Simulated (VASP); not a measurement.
# Ti3O4 (Cmm2) in VASP: notebook

The runs below take Ti3O4 through single point, with PBEsol.

Program: VASP 6.6.1. These are calculated values, not measurements. Logs are shortened: lines on timing, memory, paths and dates and some standing lists are left out, and cuts for length are marked.

**1. The cell of the first run**

Symmetry: Cmm2, No. 35, orthorhombic system. The conventional cell has a = 5.826 Å, b = 8.061 Å, c = 2.969 Å, α = 90.00°, β = 90.00°, γ = 90.00°. Within 2.6 Å of Ti (site symmetry mm2) lie 6 O at 1.96 to 2.10 Å. Ti (site symmetry 2) has 6 O at 2.01 to 2.15 Å within 2.7 Å. O (site symmetry m) has 4 Ti at 1.96 to 2.10 Å within 2.6 Å. O (site symmetry m) has 5 Ti at 2.01 to 2.15 Å within 2.7 Å.

**2. Single point, PBEsol (all O atoms moved -0.100 Å, as atom 4 along Cartesian [0 0 1])**

INCAR reads:

```
SYSTEM = Ti3O4
PREC = Accurate ; ENCUT = 520
EDIFF = 1E-7 ; ISMEAR = 0
SIGMA = 0.15 ; LREAL = .False.
LASPH = .True. ; NELM = 80
ALGO = Normal ; ISIF = 2
LWAVE = .False. ; LCHARG = .False.
GGA = PS ; NBANDS = 39
```

KPOINTS reads:

```
Automatic mesh
0
Gamma
  8 8 14
  0 0 0
```

POSCAR reads:

```
Ti3O4
1.0
    2.9128162286     -4.0303540220      0.0000000000
    2.9128162286      4.0303540220      0.0000000000
    0.0000000000      0.0000000000      2.9690273773
Ti O
3 4
Direct
    0.0000000000      0.0000000000      0.5000000000
    0.5000000000      0.0000000000      0.0000000000
    0.0000000000      0.5000000000      0.0000000000
    0.7627833111      0.7627833111     -0.0336810636
    0.2588765548      0.7411234452      0.4663189364
    0.2372166889      0.2372166889     -0.0336810636
    0.7411234452      0.2588765548      0.4663189364
```

Potentials or basis: VASP PAW PBE potentials, release 64 (Ti_sv, O).

Command:

```console
cat potpaw_PBE.64/Ti_sv/POTCAR potpaw_PBE.64/O/POTCAR > POTCAR
mpirun -np 1 vasp_std > vasp.out
```

OUTCAR:

```text
SYSTEM = Ti3O4
   PREC = Accurate
   ENCUT = 520
   EDIFF = 1E-7
   ISMEAR = 0
   LREAL = .False.
   LASPH = .True.
   NELM = 80
   ISIF = 2
   GGA = PS

 ion  position               nearest neighbor table
   1  0.000  0.000  0.500-   4 1.96   6 1.96   5 2.09   7 2.09   4 2.10   6 2.10   2 2.90   3 2.90
                             2 2.90   3 2.90   3 2.90   3 2.90   2 2.90   2 2.90
   2  0.500  0.000  0.000-   5 2.01   7 2.01   6 2.02   4 2.02   5 2.15   7 2.15   1 2.90   1 2.90
                             1 2.90   1 2.90   3 2.91   3 2.91
   3  0.000  0.500  0.000-   5 2.01   7 2.01   6 2.02   4 2.02   5 2.15   7 2.15   1 2.90   1 2.90
                             1 2.90   1 2.90   2 2.91   2 2.91
   4  0.763  0.763  0.966-   1 1.96   2 2.02   3 2.02   1 2.10
   5  0.259  0.741  0.466-   2 2.01   3 2.01   1 2.09   3 2.15   2 2.15
   6  0.237  0.237  0.966-   1 1.96   2 2.02   3 2.02   1 2.10
   7  0.741  0.259  0.466-   2 2.01   3 2.01   1 2.09   3 2.15   2 2.15

  LATTYP: Found a base centered orthorhombic cell.
 ALAT       =     5.8256324572
 B/A-ratio  =     1.3836623067
 C/A-ratio  =     0.5096489350

  Lattice vectors:

 A1 = (   2.9128162286,  -4.0303540220,   0.0000000000)
 A2 = (   2.9128162286,   4.0303540220,   0.0000000000)
 A3 = (   0.0000000000,   0.0000000000,   2.9690273773)

Analysis of symmetry for initial positions (statically):
=====================================================================
 Subroutine PRICEL returns:
 Original cell was already a primitive cell.

 Routine SETGRP: Setting up the symmetry group for a
 base centered orthorhombic supercell.

 Subroutine GETGRP returns: Found  4 space group operations
 (whereof  4 operations were pure point group operations)
 out of a pool of  8 trial point group operations.

The static configuration has the point symmetry C_2v.

Analysis of symmetry for dynamics (positions and initial velocities):
=====================================================================
 Subroutine PRICEL returns:
 Original cell was already a primitive cell.

 Routine SETGRP: Setting up the symmetry group for a
 base centered orthorhombic supercell.

 Subroutine GETGRP returns: Found  4 space group operations
 (whereof  4 operations were pure point group operations)
 out of a pool of  8 trial point group operations.

The dynamic configuration has the point symmetry C_2v.

 Subroutine INISYM returns: Found  4 space group operations
 (whereof  4 operations are pure point group operations),
 and found     1 'primitive' translations

----------------------------------------------------------------------------------------

                                     Primitive cell

  volume of cell :      69.7109

  direct lattice vectors                    reciprocal lattice vectors
     2.912816229 -4.030354022  0.000000000     0.171655182 -0.124058581  0.000000000
     2.912816229  4.030354022  0.000000000     0.171655182  0.124058581  0.000000000
     0.000000000  0.000000000  2.969027377     0.000000000  0.000000000  0.336810636

  length of vectors
     4.972750941  4.972750941  2.969027377     0.211792429  0.211792429  0.336810636

  position of ions in fractional coordinates (direct lattice)
     0.000000000  0.000000000  0.500000000
     0.500000000  0.000000000  0.000000000
     0.000000000  0.500000000  0.000000000
     0.762783311  0.762783311  0.966318936
     0.258876555  0.741123445  0.466318936
     0.237216689  0.237216689  0.966318936
     0.741123445  0.258876555  0.466318936

  ion indices of the primitive-cell ions
   primitive index   ion index
                 1           1
                 2           2
                 3           3
                 4           4
                 5           5
                 6           6
                 7           7

----------------------------------------------------------------------------------------

 KPOINTS: Automatic mesh

Automatic generation of k-mesh.
 Grid dimensions read from file:
 generate k-points for:    8    8   14

 Generating k-lattice:

  Cartesian coordinates                     Fractional coordinates (reciprocal lattice)
     0.021456898 -0.015507323  0.000000000     0.125000000  0.000000000  0.000000000
     0.021456898  0.015507323  0.000000000     0.000000000  0.125000000  0.000000000
     0.000000000  0.000000000  0.024057903     0.000000000  0.000000000  0.071428571

  Length of vectors
     0.026474054  0.026474054  0.024057903

  Shift w.r.t. Gamma in fractional coordinates (k-lattice)
     0.000000000  0.000000000  0.000000000

 Subroutine IBZKPT returns following result:
 ===========================================

 Found    168 irreducible k-points:

 Following reciprocal coordinates:
            Coordinates               Weight
  0.000000  0.000000  0.000000      1.000000
  0.125000 -0.000000  0.000000      4.000000
  0.250000 -0.000000  0.000000      4.000000
  0.375000  0.000000  0.000000      4.000000
  0.500000 -0.000000  0.000000      2.000000
  0.125000  0.125000  0.000000      2.000000
[... 16 lines left out ...]
  0.125000 -0.000000  0.071429      8.000000
  0.250000 -0.000000  0.071429      8.000000
 [... further k-points ...]
   k-points           NKPTS =    168   k-points in BZ     NKDIM =    168   number of bands    NBANDS=     39
   number of dos      NEDOS =    301   number of ions     NIONS =      7
   total plane-waves  NPLWV =  38400
   dimension x,y,z NGX =    40 NGY =   40 NGZ =   24
   dimension x,y,z NGXF=    80 NGYF=   80 NGZF=   48
   ions per type =               3   4
   NGX,Y,Z   is equivalent  to a cutoff of  13.37, 13.37, 13.44 a.u.
   NGXF,Y,Z  is equivalent  to a cutoff of  26.75, 26.75, 26.88 a.u.
 SYSTEM =  Ti3O4
   PREC   = accura    normal or accurate (medium, high low for compatibility)
   ISTART =      0    job   : 0-new  1-cont  2-samecut
   ICHARG =      2    charge: 1-file 2-atom 10-const
   ISPIN  =      1    spin polarized calculation?
   LNONCOLLINEAR =      F non collinear calculations
   LSORBIT =      F    spin-orbit coupling
   LASPH  =      T    aspherical Exc in radial PAW
   ENCUT  =  520.0 eV  38.22 Ry    6.18 a.u.   9.25  9.25  5.52*2*pi/ulx,y,z
   NELM   =     80;   NELMIN=  2; NELMDL= -5     # of ELM steps
   EDIFF  = 0.1E-06   stopping-criterion for ELM
   LREAL  =      F    real-space projection
   EDIFFG = 0.1E-05   stopping-criterion for IOM
   NSW    =      0    number of steps for IOM
   IBRION =     -1    ionic relax: 0-MD 1-quasi-New 2-CG
   NFREE  =      0    steps in history (QN), initial steepest desc. (CG)
   ISIF   =      2    stress and relaxation
   ISYM   =      2    0-nonsym 1-usesym 2-fastsym
   POTIM  = 0.5000    time-step for ionic-motion
   TEBEG  =    0.0;   TEEND  =   0.0 temperature during run
   PSTRESS=    0.0 pullay stress
   NELECT =      60.0000    total number of electrons
   NUPDOWN=      -1.0000    fix difference up-down
   EMIN   =  10.00;   EMAX   =-10.00  energy-range for DOS
   EFERMI =   0.00;   METHOD = LEGACY
   ISMEAR =     0;   SIGMA  =   0.15  broadening in eV -4-tet -1-fermi 0-gaus
   EFERMI_NEDOS =   21; number of points for ismear=-14 and -15
   IALGO  =     38    algorithm
   IMIX   =      4    mixing-type and parameters
     AMIX     =   0.40;   BMIX     =  1.00
     AMIX_MAG =   1.60;   BMIX_MAG =  1.00
  volume/ion in A,a.u.               =       9.96        67.20
  Fermi-wavevector in a.u.,A,eV,Ry     =   1.557250  2.942776 32.994515  2.425028
  Thomas-Fermi vector in A             =   2.660928
   LORBIT       =      0    0 simple, 1 ext, 2 COOP (PROOUT), +10 PAW based schemes
   GGA     = PS    functional components
   LHFCALC =     F    Hartree Fock is set to
   AEXX    =    0.0000 exact exchange contribution
   IVDW    =     0    specifies the selected vdW correction
   LEPSILON=     F    determine dielectric tensor
   LRPA    =     F    only Hartree local field effects (RPA)
 non-spin polarized calculation
 Gauss-broadening in eV      SIGMA  =   0.15
  energy-cutoff  :      520.00
  volume of cell :       69.71
 maximum number of plane-waves:      1898
 NGX is ok and might be reduce to    40
   NGX = 19   NGY = 19   NGZ = 11

 number of electron      60.0000000 magnetization

 Free energy of the ion-electron system (eV)
  ---------------------------------------------------
  ext. energy  EPLUGINS =         0.00000000
  ---------------------------------------------------
  free energy    TOTEN  =       -65.75878007 eV

  energy without entropy =      -65.72451820  energy(sigma->0) =      -65.74164913

 E-fermi :   9.5143     XC(G=0): -12.3927

 val. band max:        9.5140809397   @ k =   0.0000   0.0000   0.0000
 cond. band min:       9.5186703475   @ k =  -0.3750   0.1250   0.0714
 fundamental gap:      0.0045894078
 Fermi energy:         9.5143216438

 k-point     1 :       0.0000    0.0000    0.0000
  band No.  band energies     occupation
      1     -48.3774      2.00000
      2     -48.3059      2.00000
      3     -48.1062      2.00000
      4     -25.2963      2.00000
      5     -25.1144      2.00000
      6     -24.8122      2.00000
[... 31 lines left out ...]
     38      11.6788      0.00000
     39      11.7065      0.00000

 k-point     2 :       0.1250   -0.0000    0.0000
  band No.  band energies     occupation
      1     -48.3742      2.00000
      2     -48.3078      2.00000
      3     -48.1075      2.00000
      4     -25.2738      2.00000
      5     -25.1034      2.00000
      6     -24.8072      2.00000
[... 31 lines left out ...]
     38      11.6336      0.00000
     39      11.6711      0.00000

 k-point     3 :       0.2500   -0.0000    0.0000
  band No.  band energies     occupation
      1     -48.3653      2.00000
      2     -48.3137      2.00000
      3     -48.1108      2.00000
      4     -25.2165      2.00000
      5     -25.0683      2.00000
      6     -24.7920      2.00000
[... 832 lines left out ...]
 k-point    23 :       0.1250   -0.0000    0.0714
  band No.  band energies     occupation
      1     -48.3713      2.00000
      2     -48.3060      2.00000
      3     -48.1064      2.00000
      4     -25.2624      2.00000
      5     -25.0931      2.00000
      6     -24.8039      2.00000
[... 31 lines left out ...]
     38      11.5639      0.00000
     39      11.6688      0.00000

 k-point    24 :       0.2500   -0.0000    0.0714
  band No.  band energies     occupation
      1     -48.3626      2.00000
      2     -48.3118      2.00000
      3     -48.1095      2.00000
      4     -25.2063      2.00000
      5     -25.0605      2.00000
      6     -24.7906      2.00000
[... 31 lines left out ...]
     38      11.6043      0.00000
     39      11.8069      0.00000

 [... further k-points ...]
[... 5 lines left out ...]
  --------------------------------------------------------------------------------------
  -------------------------------------------------------------------------------------
  Total        1.3661388      0.3971127      1.2836969      0.0000000      0.0000000      0.0000000
  in kB       31.3982130      9.1269114     29.5034352      0.0000000      0.0000000      0.0000000
  external PRESSURE =      23.3428532 kB  Pullay stress =       0.0000000 kB

 VOLUME and BASIS-vectors are now :
 -----------------------------------------------------------------------------
  energy-cutoff  :      520.00
  volume of cell :       69.71
      direct lattice vectors                 reciprocal lattice vectors
     2.912816229 -4.030354022  0.000000000     0.171655182 -0.124058581  0.000000000
     2.912816229  4.030354022  0.000000000     0.171655182  0.124058581  0.000000000
     0.000000000  0.000000000  2.969027377     0.000000000  0.000000000  0.336810636

 POSITION                                       TOTAL-FORCE (eV/Angst)
 -----------------------------------------------------------------------------------
      0.00000      0.00000      1.48451         0.000000      0.000000     -1.295957
      1.45641     -2.01518      0.00000         0.000000      0.000000     -1.174265
      1.45641      2.01518      0.00000        -0.000000      0.000000     -1.174265
      4.44370      0.00000      2.86903        -0.167806      0.000000      0.829067
      2.91282      1.94363      1.38451         0.000000     -0.008160      0.993177
      1.38194      0.00000      2.86903         0.167806      0.000000      0.829067
      2.91282     -1.94363      1.38451         0.000000      0.008160      0.993177
 -----------------------------------------------------------------------------------
    total drift:                                0.000000     -0.000000      0.000657

  FREE ENERGIE OF THE ION-ELECTRON SYSTEM (eV)
  ---------------------------------------------------
  free  energy   TOTEN  =       -65.7587800726 eV

  energy  without entropy=      -65.7245181974  energy(sigma->0) =      -65.74164913
```

It took 13 min on 1 thread of Intel Xeon 8259CL, shared host; peak memory 0.44 GiB.

Results:

```yaml
Free_energy: -65.7588 eV
Pressure: 2.3 GPa
Largest_force: 1.296 eV/Å
Band_gap_on_the_k_mesh: zero (bands 30 and 31 overlap by 1.06 eV)
```

Forces on the atoms (eV/Å):
```
Ti   0.000  0.000 -1.296
Ti   0.000  0.000 -1.174
Ti   0.000  0.000 -1.174
O   -0.168  0.000  0.829
O    0.000 -0.008  0.993
O    0.168  0.000  0.829
O    0.000  0.008  0.993
```

Stress tensor (GPa, compression positive):
```
3.14 0.00 0.00
0.00 0.91 0.00
0.00 0.00 2.95
```

Caveat: the cell differs from its parent crystal (all O atoms moved -0.100 Å, as atom 4 along Cartesian [0 0 1]); the PAW data sets were made with another functional, which shifts forces and pressure a little; semilocal functionals often make such compounds metallic where correlation or magnetic order opens a gap, which also shifts bond lengths.

**3. Single point, PBEsol (all O atoms moved +0.075 Å, as atom 4 along Cartesian [0 0 1])**

INCAR reads:

```
  PREC = Accurate
  ENCUT = 520
  EDIFF = 1E-6
  ISMEAR = 0
  SIGMA = 0.15
  LREAL = False
  LASPH = True
  NELM = 60
  ALGO = Normal
  ISIF = 2
  LWAVE = False
  LCHARG = False
  GGA = PS
  NBANDS = 39
```

KPOINTS reads:

```
Automatic mesh
0
Gamma
  8 8 14
```

POSCAR reads:

```
Ti3O4
1.0
    2.9128162286     -4.0303540220      0.0000000000
    2.9128162286      4.0303540220      0.0000000000
    0.0000000000      0.0000000000      2.9690273773
Ti O
3 4
Direct
    0.0000000000      0.0000000000      0.5000000000
    0.5000000000      0.0000000000      0.0000000000
    0.0000000000      0.5000000000      0.0000000000
    0.7627833111      0.7627833111      0.0252607977
    0.2588765548      0.7411234452      0.5252607977
    0.2372166889      0.2372166889      0.0252607977
    0.7411234452      0.2588765548      0.5252607977
```

Potentials or basis: VASP PAW PBE potentials, release 64 (Ti_sv, O).

Command:

```console
cat potpaw_PBE.64/Ti_sv/POTCAR potpaw_PBE.64/O/POTCAR > POTCAR
mpirun -np 1 vasp_std > vasp.out
```

It took 12 min on 1 thread of Intel Xeon 8259CL, shared host; peak memory 0.44 GiB.

Results (log left out):

```yaml
Free_energy: -65.8380 eV
Pressure: 1.7 GPa
Largest_force: 0.959 eV/Å
Band_gap_on_the_k_mesh: zero (bands 30 and 31 overlap by 1.08 eV)
```

Forces on the atoms (eV/Å):
```
Ti   0.000  0.000  0.959
Ti   0.000  0.000  0.872
Ti   0.000  0.000  0.872
O   -0.105  0.000 -0.616
O    0.000 -0.004 -0.735
O    0.105  0.000 -0.616
O    0.000  0.004 -0.735
```

Stress tensor (GPa, compression positive):
```
1.93 0.00 0.00
0.00 0.86 0.00
0.00 0.00 2.20
```

Levels at points of the mesh, in eV from the Fermi level:
| k point | band 28 | band 29 | band 30 | band 31 | band 32 | band 33 |
| --- | --- | --- | --- | --- | --- | --- |
| (0.00, 0.00, 0.00) | -3.93 | -2.49 | -0.36 | -0.01 | 0.48 | 0.97 |
| (0.50, 0.00, 0.00) | -4.16 | -0.75 | -0.65 | 0.18 | 0.45 | 0.54 |
| (0.50, 0.50, 0.00) | -4.55 | -2.26 | 0.09 | 0.71 | 0.71 | 0.92 |
| (0.00, 0.00, 0.50) | -5.07 | 0.48 | 0.49 | 0.66 | 0.71 | 0.88 |
| (0.50, 0.00, 0.50) | -4.68 | -0.83 | -0.64 | 0.45 | 0.46 | 1.67 |
| (0.50, 0.50, 0.50) | -4.90 | -2.31 | -2.05 | 1.25 | 1.53 | 1.71 |

Caveat: the cell differs from its parent crystal (all O atoms moved +0.075 Å, as atom 4 along Cartesian [0 0 1]); the PAW data sets were made with another functional, which shifts forces and pressure a little; semilocal functionals often make such compounds metallic where correlation or magnetic order opens a gap, which also shifts bond lengths.

**4. Single point, PBEsol (all O atoms moved -0.050 Å, as atom 4 along Cartesian [0 0 1])**

INCAR reads:

```
SYSTEM = Ti3O4
PREC     = Accurate       ! precision mode
ENCUT    = 520            ! plane-wave cutoff, eV
EDIFF    = 1E-7           ! SCF threshold, eV
ISMEAR   = 0              ! smearing method
SIGMA    = 0.15           ! smearing width, eV
LREAL    = .False.        ! projectors in reciprocal space
LASPH    = .True.         ! aspherical terms in the spheres
NELM     = 100            ! most SCF steps
ALGO     = Normal         ! electronic algorithm
ISIF     = 2              ! what is computed and relaxed
LWAVE    = .False.        ! write WAVECAR
LCHARG   = .True.         ! write CHGCAR
GGA      = PS             ! functional
LELF     = .True.         ! ELF
LVHAR    = .True.       
NBANDS   = 39             ! bands
```

KPOINTS reads:

```
regular mesh
0
Gamma
  8 8 14
  0 0 0
```

POSCAR reads:

```
Ti3O4
1.0
    2.9128162286     -4.0303540220      0.0000000000
    2.9128162286      4.0303540220      0.0000000000
    0.0000000000      0.0000000000      2.9690273773
Ti O
3 4
Direct
    0.0000000000      0.0000000000      0.5000000000
    0.5000000000      0.0000000000      0.0000000000
    0.0000000000      0.5000000000      0.0000000000
    0.7627833111      0.7627833111     -0.0168405318
    0.2588765548      0.7411234452      0.4831594682
    0.2372166889      0.2372166889     -0.0168405318
    0.7411234452      0.2588765548      0.4831594682
```

Command:

```console
cat potpaw_PBE.64/Ti_sv/POTCAR potpaw_PBE.64/O/POTCAR > POTCAR
mpirun -np 1 vasp_std > vasp.out
```

It took 17 min on 1 thread of Intel Xeon 8259CL, shared host; peak memory 0.44 GiB.

It converged, with:

| Item | Value |
| --- | --- |
| Free energy | -65.8941 eV |
| Pressure | 1.2 GPa |
| Largest force | 0.633 eV/Å |
| Band gap on the k mesh | zero (bands 30 and 31 overlap by 1.08 eV) |

Forces on the atoms (eV/Å):
```
Ti   0.000  0.000 -0.633
Ti   0.000  0.000 -0.576
Ti   0.000  0.000 -0.576
O   -0.060  0.000  0.408
O    0.000 -0.001  0.485
O    0.060  0.000  0.408
O    0.000  0.001  0.485
```

Stress tensor (GPa, compression positive):
```
1.04 0.00 0.00
0.00 0.79 0.00
0.00 0.00 1.64
```

Levels at points of the mesh, in eV from the Fermi level:
```tsv
k point	band 28	band 29	band 30	band 31	band 32	band 33
(0.00, 0.00, 0.00)	-3.91	-2.55	-0.40	-0.01	0.44	0.92
(0.50, 0.00, 0.00)	-4.15	-0.74	-0.62	0.16	0.44	0.56
(0.50, 0.50, 0.00)	-4.56	-2.32	0.09	0.70	0.73	0.95
(0.00, 0.00, 0.50)	-5.06	0.48	0.50	0.66	0.71	0.86
(0.50, 0.00, 0.50)	-4.67	-0.83	-0.65	0.45	0.46	1.66
(0.50, 0.50, 0.50)	-4.90	-2.35	-2.08	1.22	1.52	1.71
```

Caveat: the cell differs from its parent crystal (all O atoms moved -0.050 Å, as atom 4 along Cartesian [0 0 1]); the PAW data sets were made with another functional, which shifts forces and pressure a little; semilocal functionals often make such compounds metallic where correlation or magnetic order opens a gap, which also shifts bond lengths.

**5. Overview**

```csv
cell,gap on the mesh (eV),pressure (GPa),largest force (eV/Å)
"as given, atomic positions A",none,2.3,1.30
"as given, atomic positions B",none,1.7,0.96
"as given, atomic positions C",none,1.2,0.63
```

Alike in all rows: task single point; level PBEsol; potentials or basis VASP PAW PBE potentials, release 64 (Ti_sv, O); no spin polarisation; k mesh 8 × 8 × 14; cutoff (eV) 520; smearing gaussian 0.15 eV.

Caveats: the PAW data sets were made with another functional, which shifts forces and pressure a little; semilocal functionals often make such compounds metallic where correlation or magnetic order opens a gap, which also shifts bond lengths.

Absolute energies hang on the potentials; compare differences alone.
